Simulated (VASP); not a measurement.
A run of VASP 6.6.1:

The input INCAR:

```
SYSTEM = CuO
ALGO = Normal
EDIFF = 1E-7
ENCUT = 520
GGA = PE
ISIF = 2
ISMEAR = -1
LASPH = .True.
LCHARG = .False.
LREAL = .False.
LWAVE = .False.
NBANDS = 16
NELM = 100
PREC = Accurate
SIGMA = 0.06122561905347299
```

Contents of KPOINTS:

```
k-points
0
Gamma
  22 22 22
  0 0 0
```

POSCAR

```
CuO
1.0
    0.0000000000      2.1358931926      2.1358931926
    2.1358931926      0.0000000000      2.1358931926
    2.1358931926      2.1358931926      0.0000000000
Cu O
1 1
Direct
    0.0000000000      0.0000000000      0.0000000000
    0.5000000000      0.5000000000      0.5000000000
```

Potentials or basis: VASP PAW PBE potentials, release 64 (Cu, O).

The run is started by

```bash
$ cat potpaw_PBE.64/Cu/POTCAR potpaw_PBE.64/O/POTCAR > POTCAR
$ mpirun -np 1 vasp_std > vasp.out
```

Hardware: 1 thread of Intel(R) Xeon(R) Platinum 8488C (Sapphire Rapids) (shared host).

Problem. Estimate the wall time of this run.

Solution. Run time: 69 s on 1 thread of Intel(R) Xeon(R) Platinum 8488C (Sapphire Rapids), with other jobs on the host, peak memory 0.22 GiB. Counts: scf iterations 14, k points 328.
